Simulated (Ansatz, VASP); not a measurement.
# Y in VASP and in Ansatz

```xyz
2
Lattice="3.5483 0.0000 0.0000 -1.7741 3.0729 0.0000 0.0000 0.0000 5.4939" Properties=species:S:1:pos:R:3 pbc="T T T"
Y     0.0000    2.0486    1.3735
Y     1.7741    1.0243    4.1205
```

Alike in both runs: task relaxation of cell and atoms; functional LDA; k mesh 12 × 12 × 6; occupations gaussian, width 0.1 eV; no spin polarisation.

```csv
,VASP,Ansatz
version,VASP 6.6.1,Ansatz 0.2.0
potentials or method,"VASP PAW LDA potentials, release 64 (Y_sv), cutoff 600 eV","scalar-relativistic, plane waves, PAW"
valence electrons in the cell,22,22
```

|  | VASP | Ansatz | Ansatz less VASP |
| --- | --- | --- | --- |
| gap on the k mesh at the Fermi level, each at its own relaxed structure (eV) | none | none | - |
| relaxed volume (Å³/atom) | 29.86 | 29.95 | +0.096 |
| relaxed length of the cell vector where the two differ most in proportion (Å) | 3.544 | 3.548 | +0.0040 |

Ansatz warns that its potentials were made for another functional, while VASP's fit it. LDA's correlation is that of Perdew and Zunger in VASP and of Perdew and Wang (1992) in Ansatz. A gap of «none» marks a metal or a gap that the smearing closes.
